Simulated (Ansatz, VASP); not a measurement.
# One calculation of LiNbO3, two programs

File POSCAR:

```
LiNbO3
1.0
    2.5923872658      1.4967154858      4.5628211567
   -2.5923872658      1.4967154858      4.5628211567
    0.0000000000     -2.9934309715      4.5628211567
Li Nb O
2 2 6
Direct
    0.2500000000      0.2500000000      0.2500000000
    0.7500000000      0.7500000000      0.7500000000
    0.0000000000      0.0000000000      0.0000000000
    0.5000000000      0.5000000000      0.5000000000
    0.1284835459      0.3715164541      0.7500000000
    0.7500000000      0.1284835459      0.3715164541
    0.3715164541      0.7500000000      0.1284835459
    0.8715164541      0.6284835459      0.2500000000
    0.2500000000      0.8715164541      0.6284835459
    0.6284835459      0.2500000000      0.8715164541
```

INCAR.step1

```
SYSTEM = LiNbO3
  PREC = Accurate
  ENCUT = 520
  ISMEAR = 0
  SIGMA = 0.05
  LREAL = .False.
  LASPH = .True.
  NELM = 60
  NBANDS = 45
  GGA = PE
  ALGO = Normal
  EDIFF = 1E-4
  LWAVE = .True.
  LCHARG = .False.
```

The input INCAR.step2:

```
SYSTEM = LiNbO3
  PREC = Accurate
  ENCUT = 520
  EDIFF = 1E-6
  ISMEAR = 0
  SIGMA = 0.05
  LREAL = .False.
  LASPH = .True.
  NELM = 60
  ALGO = Normal
  ISIF = 2
  LWAVE = .False.
  LCHARG = .False.
  METAGGA = R2SCAN
  LMIXTAU = .True.
  NBANDS = 45
  ISTART = 1
```

The input KPOINTS:

```
regular mesh
0
Gamma
  6 6 6
  0 0 0
```

Input for Ansatz:

```yaml
crystal:
  lattice:
    - [2.5923872641, 1.4967154848, 4.5628211618]
    - [-2.5923872641, 1.4967154848, 4.5628211618]
    - [0.0, -2.9934309695, 4.5628211619]
  atoms:
    - { symbol: Li, position: [0.25, 0.25, 0.25] }
    - { symbol: Li, position: [0.75, 0.75, 0.75] }
    - { symbol: Nb, position: [0.0, 0.0, 0.0] }
    - { symbol: Nb, position: [0.5, 0.5, 0.5] }
    - { symbol: O, position: [0.1284835456, 0.3715164544, 0.75] }
    - { symbol: O, position: [0.75, 0.1284835456, 0.3715164544] }
    - { symbol: O, position: [0.3715164544, 0.75, 0.1284835456] }
    - { symbol: O, position: [0.8715164544, 0.6284835456, 0.25] }
    - { symbol: O, position: [0.25, 0.8715164544, 0.6284835456] }
    - { symbol: O, position: [0.6284835456, 0.25, 0.8715164544] }
basis:
  ecutwfc: 500
kpoints:
  mp_grid: { grid: [6, 6, 6] }
hamiltonian:
  xc: r2scan
scf:
  occupations: { method: gaussian, width: 0.05 }
output:
  forces: true
  stress: true
  eigenvalues: true
```

Alike in both runs: task single point; functional r2SCAN; k mesh 6 × 6 × 6; occupations gaussian, width 0.05 eV; no spin polarisation.

|  | VASP | Ansatz |
| --- | --- | --- |
| version | VASP 6.6.1 | Ansatz 0.2.0 |
| potentials or method | VASP PAW PBE potentials, release 64 (Li_sv, Nb_sv, O), cutoff 520 eV | scalar-relativistic, plane waves, PAW |
| valence electrons in the cell | 68 | 68 |

|  | VASP | Ansatz | Ansatz less VASP |
| --- | --- | --- | --- |
| gap on the k mesh at the Fermi level (eV) | 2.96 | 2.98 | +0.013 |
| least direct gap on the mesh (eV) | 3.08 | 3.09 | +0.011 |

VASP's potentials were made for PBE, not for r2SCAN. The functional is the same, so the differences come from potentials, cutoffs and numerics.

Noted on VASP's run: the cutoff is short for stress, so the pressure is rough.
